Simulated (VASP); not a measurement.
Write the native input for VASP 6.6.1 that does the following.

```yaml
Task: relaxation of cell and atoms
Functional: PBEsol
Potentials_or_basis: VASP PAW PBE potentials, release 64 (Nb_sv, C)
Cutoff: 600 eV
k_mesh: 8 × 8 × 8
Occupations: gaussian, width 0.1 eV
Spin: no spin polarisation
Dipole_correction: no
Further_INCAR_settings: ALGO = Normal; EDIFF = 1e-07; IBRION = 2; EDIFFG = -0.05; NSW = 100; ISIF = 3
```

The structure of NbC (sol) lies in POSCAR:

```
NbC
1.0
    0.0000000000      2.2540454600      2.2540454600
    2.2540454600      0.0000000000      2.2540454600
    2.2540454600      2.2540454600      0.0000000000
Nb C
1 1
Direct
    0.0000000000      0.0000000000      0.0000000000
    0.5000000000      0.5000000000      0.5000000000
```

One way to write it, as run:

INCAR

```
SYSTEM = NbC
PREC     = Accurate       ! precision mode
ENCUT    = 600            ! plane-wave cutoff, eV
EDIFF    = 1E-7           ! SCF threshold, eV
ISMEAR   = 0              ! smearing method
SIGMA    = 0.1            ! smearing width, eV
LREAL    = .FALSE.        ! projectors in reciprocal space
LASPH    = .TRUE.         ! aspherical terms in the spheres
NELM     = 120            ! most SCF steps
ALGO     = Normal         ! electronic algorithm
ISIF     = 3              ! what is computed and relaxed
LWAVE    = .FALSE.        ! write WAVECAR
LCHARG   = .FALSE.        ! write CHGCAR
GGA      = PS             ! functional
IBRION   = 2              ! ionic algorithm
NSW      = 100            ! ionic steps
EDIFFG   = -0.05          ! ionic threshold
GGA_COMPAT= .FALSE.      
NELMIN   = 4
```

KPOINTS

```
Automatic mesh
0
G
  8 8 8
  0 0 0
```

Potentials or basis: VASP PAW PBE potentials, release 64 (Nb_sv, C).

Command:

```console
$ cat potpaw_PBE.64/Nb_sv/POTCAR potpaw_PBE.64/C/POTCAR > POTCAR
$ mpirun -np 1 vasp_std > vasp.out
```

Results of the run:

| Item | Value |
| --- | --- |
| Relaxed volume | 11.01 Å³/atom |
| Relaxed cell | a = 3.146 Å, b = 3.146 Å, c = 3.146 Å, α = 60.00°, β = 60.00°, γ = 60.00° |
| Space group after relaxing (to 0.05 Å) | Fm-3m (No. 225) |
| Energy gained by relaxing | 17.5 meV/atom |
| Ionic steps | 3 |
| Pressure after relaxing | -0.4 GPa |

Caveat: the PAW data sets were made with another functional, which shifts forces and pressure a little.

Wall time 24 s on 1 thread of Intel(R) Xeon(R) Platinum 8488C (Sapphire Rapids) (shared host), peak memory 0.17 GiB.
